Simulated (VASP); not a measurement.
# CsLiCr2Te2S3 (P3m1) in VASP: a series of runs, part 2 of 2

VASP 6.6.1. The steps go on from the part before.

### 5 Relaxation of cell and atoms, PBE, collinear spin, ferromagnetic start, target pressure 5 GPa, at which the enthalpy is minimised

This run uses another cell than the first one, of 23.82 Å³/atom.

INCAR

```
SYSTEM = CsLiCr2Te2S3
PREC = Accurate
ENCUT = 600
EDIFF = 1E-6
ISMEAR = -1
SIGMA = 0.05
LREAL = .FALSE.
LASPH = .TRUE.
NELM = 150
ALGO = Normal
ISIF = 3
LWAVE = .FALSE.
LCHARG = .FALSE.
ISPIN = 2
MAGMOM = 0 0 3 3 0 0 0 0 0
LORBIT = 11
LMAXMIX = 4
GGA = PE
IBRION = 2
NSW = 60
EDIFFG = -0.01
PSTRESS = 50.0
KPAR = 4
```

KPOINTS

```
Automatic mesh
0
G
  6 6 1
  0 0 0
```

POSCAR

```
CsLiCr2Te2S3
1.0
    3.6035800000      0.0000000000      0.0000000000
   -1.8017900000      3.1207900000      0.0000000000
    0.0000000000      0.0000000000     19.0665100000
Cs Li Cr Te S
1 1 2 2 3
Direct
    0.0000000000      0.0000000000      0.3739900000
    0.6666700000      0.3333300000      0.0160700000
    0.0000000000      0.0000000000      0.8663700000
    0.3333300000      0.6666700000      0.1683300000
    0.3333300000      0.6666700000      0.5389100000
    0.6666700000      0.3333300000      0.7727600000
    0.0000000000      0.0000000000      0.1003000000
    0.3333300000      0.6666700000      0.9292000000
    0.6666700000      0.3333300000      0.2340800000
```

Launch:

```bash
> cat potpaw_PBE.64/Cs_sv/POTCAR potpaw_PBE.64/Li_sv/POTCAR potpaw_PBE.64/Cr_pv/POTCAR potpaw_PBE.64/Te/POTCAR potpaw_PBE.64/S/POTCAR > POTCAR
> mpirun -np 4 vasp_std > vasp.out
```

Run time: 24 min. Hardware: 4 MPI ranks of AMD EPYC 9R45 (Zen 5), shared host; peak memory 0.67 GiB.

The run converged. Its results:

| Property | Result |
| --- | --- |
| Free energy | -45.9011 eV |
| Relaxed volume | 20.71 Å³/atom |
| Relaxed cell | a = 3.516 Å, b = 3.516 Å, c = 17.416 Å, α = 90.00°, β = 90.00°, γ = 120.00° |
| Space group after relaxing (to 0.1 Å) | P3m1 (No. 156) |
| Energy change on relaxing (the run minimises the enthalpy) | +35.0 meV/atom |
| Ionic steps | 32 |
| Pressure after relaxing | 5.0 GPa |
| Largest force after relaxing | 0.008 eV/Å |
| Net moment | 5.74 μB per cell |
| Site moments | Cs +0.00; Li -0.00; Cr +2.71, +2.89; Te +0.07, -0.15; S -0.04, -0.07, -0.06 μB |
| Valence electrons inside the program's atomic spheres | Cs 6.63; Li 2.06; Cr 10.72, 10.65; Te 3.27, 3.40; S 3.78, 3.77 (each value once) |

Forces on the atoms (eV/Å):
```
Cs   0.000  0.000  0.004
Li   0.000  0.000  0.008
Cr   0.000  0.000 -0.005
Cr   0.000  0.000 -0.002
Te   0.000  0.000 -0.007
Te   0.000  0.000  0.007
S    0.000  0.000  0.000
S    0.000  0.000  0.001
S    0.000  0.000 -0.007
```

The path:
| step | energy change (eV) | largest force (eV/Å) | pressure (GPa) | volume (Å³) |
| --- | --- | --- | --- | --- |
| 1 | 0.0000 | 0.0713 | 0.05 | 214.42 |
| 2 | 0.4655 | 1.0470 | 7.37 | 192.36 |
| 3 | 0.2366 | 0.6738 | 5.01 | 198.29 |
| 4 | 0.2440 | 0.4752 | 4.99 | 196.62 |
| 5 | 0.3159 | 0.3620 | 5.07 | 193.08 |
| 6 | 0.3061 | 0.3484 | 4.99 | 192.70 |
| 7 | 0.3064 | 0.5651 | 4.78 | 191.53 |
| 8 | 0.3118 | 0.4696 | 4.97 | 190.70 |
| 9 | 0.3504 | 0.2771 | 5.57 | 188.22 |
| 10 | 0.5442 | 0.8462 | 7.14 | 183.28 |
| 11 | 0.3839 | 0.4136 | 5.92 | 186.98 |
| 12 | 0.3601 | 0.3771 | 5.65 | 187.31 |
| 13 | 0.3056 | 0.4565 | 4.83 | 188.30 |
| 14 | 0.2901 | 0.4900 | 4.52 | 188.73 |
| 15 | 0.2983 | 0.3182 | 4.70 | 188.02 |
| 16 | 0.3308 | 0.1947 | 5.11 | 186.64 |
| 17 | 0.3234 | 0.1530 | 5.05 | 186.71 |
| 18 | 0.3077 | 0.1374 | 4.82 | 186.93 |
| 19 | 0.3041 | 0.1866 | 4.74 | 187.02 |
| 20 | 0.3361 | 0.1004 | 5.22 | 185.86 |
| 21 | 0.3367 | 0.0990 | 5.23 | 185.84 |
| 22 | 0.3139 | 0.0660 | 4.95 | 186.53 |
| 23 | 0.3125 | 0.0682 | 4.96 | 186.57 |
| 24 | 0.3104 | 0.0410 | 4.93 | 186.61 |
| 25 | 0.3076 | 0.0309 | 4.96 | 186.67 |
| 26 | 0.3144 | 0.0235 | 5.01 | 186.45 |
| 27 | 0.3189 | 0.0254 | 5.07 | 186.30 |
| 28 | 0.3161 | 0.0218 | 5.07 | 186.39 |
| 29 | 0.3132 | 0.0292 | 5.02 | 186.48 |
| 30 | 0.3139 | 0.0243 | 4.99 | 186.46 |
| 31 | 0.3150 | 0.0218 | 5.00 | 186.42 |
| 32 | 0.3149 | 0.0081 | 5.03 | 186.43 |

Final structure:
```xyz
9
Lattice="3.5158 0.0000 0.0000 -1.7579 3.0447 0.0000 0.0000 0.0000 17.4157" Properties=species:S:1:pos:R:3 pbc="T T T"
Cs    3.5157    0.0000    6.8104
Li    1.7579    1.0149    0.1616
Cr   -1.7579    3.0447   14.8425
Cr    0.0000    2.0298    2.9795
Te    0.0000    2.0298    9.8553
Te    1.7579    1.0149   13.0635
S     3.5157    0.0000    1.6769
S     0.0000    2.0298   16.0379
S     1.7579    1.0149    4.2355
```

Levels at points of the mesh, in eV from the Fermi level:
Spin up:
| k point | band 34 | band 35 | band 36 | band 37 | band 38 | band 39 |
| --- | --- | --- | --- | --- | --- | --- |
| (0.00, 0.00, 0.00) | 0.51 | 0.51 | 1.39 | 1.72 | 1.72 | 2.09 |
| (0.50, 0.00, 0.00) | -1.11 | -0.82 | -0.70 | 0.31 | 0.66 | 1.38 |
| (0.50, 0.50, 0.00) | -1.11 | -0.82 | -0.70 | 0.31 | 0.66 | 1.38 |
Spin down:
| k point | band 26 | band 27 | band 28 | band 29 | band 30 | band 31 | band 32 | band 33 | band 34 | band 35 |
| --- | --- | --- | --- | --- | --- | --- | --- | --- | --- | --- |
| (0.00, 0.00, 0.00) | -1.15 | -0.69 | 0.75 | 0.75 | 0.83 | 0.83 | 1.08 | 1.08 | 1.19 | 1.66 |
| (0.50, 0.00, 0.00) | -2.89 | -2.72 | -2.26 | -1.07 | -0.97 | 0.18 | 0.43 | 0.55 | 0.99 | 1.66 |
| (0.50, 0.50, 0.00) | -2.89 | -2.72 | -2.26 | -1.07 | -0.97 | 0.18 | 0.43 | 0.55 | 0.99 | 1.66 |

Caveat: the cutoff is under 1.25 times the usual one of these potentials, so pressure, stress and relaxed cells hold a basis-set (Pulay) error; the cell is relaxed towards a set pressure, so the run minimises the enthalpy, not the energy; spin-orbit coupling is left out, which moves the levels of the heavy elements; only a ferromagnetic start was run, and an antiferromagnetic order may lie lower in energy. With open d or f shells a metallic result of PBE can be an artefact of self-interaction; +U or a hybrid may open a gap.

### 6 Single point, PBEsol, collinear spin, ferromagnetic start

This run uses another cell than the first one, of 21.74 Å³/atom.

INCAR

```
PREC     = Accurate       # precision mode
ENCUT    = 520            # plane-wave cutoff, eV
EDIFF    = 1E-7           # SCF threshold, eV
ISMEAR   = -1             # smearing method
SIGMA    = 0.05           # smearing width, eV
LREAL    = False          # projectors in reciprocal space
LASPH    = True           # aspherical terms in the spheres
NELM     = 150            # most SCF steps
ALGO     = Normal         # electronic algorithm
ISIF     = 2              # what is computed and relaxed
LWAVE    = False          # write WAVECAR
LCHARG   = False          # write CHGCAR
ISPIN    = 2              # spin polarisation
MAGMOM   = 0 0 3 3 0 0 0 0 0 # initial moments
LORBIT   = 11             # projections on sites
LMAXMIX  = 4              # l up to which the mixer works
GGA      = PS             # functional
NBANDS   = 47             # bands
```

KPOINTS

```
regular mesh
0
Gamma
  6 6 1
```

POSCAR

```
CsLiCr2Te2S3
1.0
    3.5422438709      0.0000000000      0.0000000000
   -1.7711219355      3.0676731786      0.0000000000
    0.0000000000      0.0000000000     18.0088435762
Cs Li Cr Te S
1 1 2 2 3
Direct
    0.0000000000      0.0000000000      0.3840645806
    0.6666666667      0.3333333333      0.0117469641
    0.0000000000      0.0000000000      0.8571461193
    0.3333333333      0.6666666667      0.1707541314
    0.3333333333      0.6666666667      0.5560018274
    0.6666666667      0.3333333333      0.7594800196
    0.0000000000      0.0000000000      0.0995855191
    0.3333333333      0.6666666667      0.9217931652
    0.6666666667      0.3333333333      0.2394376732
```

Potentials or basis: VASP PAW PBE potentials, release 64 (Cs_sv, Li_sv, Cr_pv, Te, S).

Launch:

```bash
> cat potpaw_PBE.64/Cs_sv/POTCAR potpaw_PBE.64/Li_sv/POTCAR potpaw_PBE.64/Cr_pv/POTCAR potpaw_PBE.64/Te/POTCAR potpaw_PBE.64/S/POTCAR > POTCAR
> mpirun -np 1 vasp_std > vasp.out
```

Wall time 4.8 min (1 thread of Intel Xeon Platinum 8259CL at 2.50GHz (Skylake/Cascade Lake), shared host); peak memory 0.47 GiB.

It converged, with:

- Free energy: -49.3958 eV
- Largest force: 0.020 eV/Å
- Net moment: 5.60 μB per cell
- Site moments: Cs +0.00; Li -0.00; Cr +2.67, +2.88; Te +0.02, -0.16; S -0.05, -0.07, -0.06 μB
- Valence electrons inside the program's atomic spheres: Cs 6.61; Li 2.05; Cr 10.73, 10.66; Te 3.25, 3.38; S 3.74, 3.73 (each value once)

Forces in eV/Å, atoms in the order of the input:
```
Cs   0.000  0.000  0.004
Li   0.000  0.000  0.001
Cr   0.000  0.000  0.000
Cr   0.000  0.000  0.000
Te   0.000  0.000  0.020
Te   0.000  0.000 -0.013
S    0.000  0.000 -0.008
S    0.000  0.000  0.010
S    0.000  0.000 -0.013
```

Levels at points of the mesh, in eV from the Fermi level:
Spin up:
| k point | band 33 | band 34 | band 35 | band 36 | band 37 | band 38 | band 39 | band 40 |
| --- | --- | --- | --- | --- | --- | --- | --- | --- |
| (0.00, 0.00, 0.00) | -0.42 | 0.46 | 0.46 | 1.18 | 1.68 | 1.68 | 2.10 | 2.10 |
| (0.50, 0.00, 0.00) | -1.23 | -1.13 | -0.88 | -0.78 | 0.37 | 0.57 | 1.26 | 1.43 |
Spin down:
```csv
k point,band 27,band 28,band 29,band 30,band 31,band 32,band 33,band 34
"(0.00, 0.00, 0.00)",-1.06,0.68,0.68,0.73,0.73,0.97,0.97,1.01
"(0.50, 0.00, 0.00)",-2.80,-2.14,-1.14,-1.01,0.11,0.41,0.48,0.91
```

Caveat: the cutoff is under 1.25 times the usual one of these potentials, so pressure, stress and relaxed cells hold a basis-set (Pulay) error; the PAW data sets were made with another functional, which shifts forces and pressure a little; spin-orbit coupling is left out, which moves the levels of the heavy elements; only a ferromagnetic start was run, and an antiferromagnetic order may lie lower in energy. With open d or f shells a metallic result of PBEsol can be an artefact of self-interaction; +U or a hybrid may open a gap.

### 7 The runs side by side

```csv
task,level,cell,cutoff (eV),gap on the mesh (eV),moment (μB),largest force (eV/Å)
single point,PBEsol+D3(BJ),"a = 3.521, b = 3.521, c = 17.620 Å, angles 90.0, 90.0, 120.0°, 9 atoms, atomic positions A",520,none,5.85,0.10
single point,RPBE,"a = 3.661, b = 3.661, c = 20.579 Å, angles 90.0, 90.0, 120.0°, 9 atoms, atomic positions B",520,none,5.75,0.01
single point,PBE+D4,"a = 3.559, b = 3.559, c = 17.847 Å, angles 90.0, 90.0, 120.0°, 9 atoms, atomic positions C",520,none,5.68,0.01
relaxation of cell and atoms,PBE,"relaxed to 5 GPa from a = 3.604, b = 3.604, c = 19.067 Å, angles 90.0, 90.0, 120.0°, 9 atoms, atomic positions D",600,none,5.74,0.01
single point,PBEsol,"a = 3.542, b = 3.542, c = 18.009 Å, angles 90.0, 90.0, 120.0°, 9 atoms, atomic positions E",520,none,5.60,0.02
```

Alike in all rows: potentials or basis VASP PAW PBE potentials, release 64 (Cs_sv, Li_sv, Cr_pv, Te, S); spin collinear, ferromagnetic start; k mesh 6 × 6 × 1; smearing fermi-dirac 0.05 eV.

Caveats: the cutoff is under 1.25 times the usual one of these potentials, so pressure, stress and relaxed cells hold a basis-set (Pulay) error; spin-orbit coupling is left out, which moves the levels of the heavy elements; only a ferromagnetic start was run, and an antiferromagnetic order may lie lower in energy; the PAW data sets were made with another functional, which shifts forces and pressure a little (at least some runs); the cell is relaxed towards a set pressure, so the run minimises the enthalpy, not the energy (at least some runs).

Absolute energies hang on the potentials; compare differences alone.
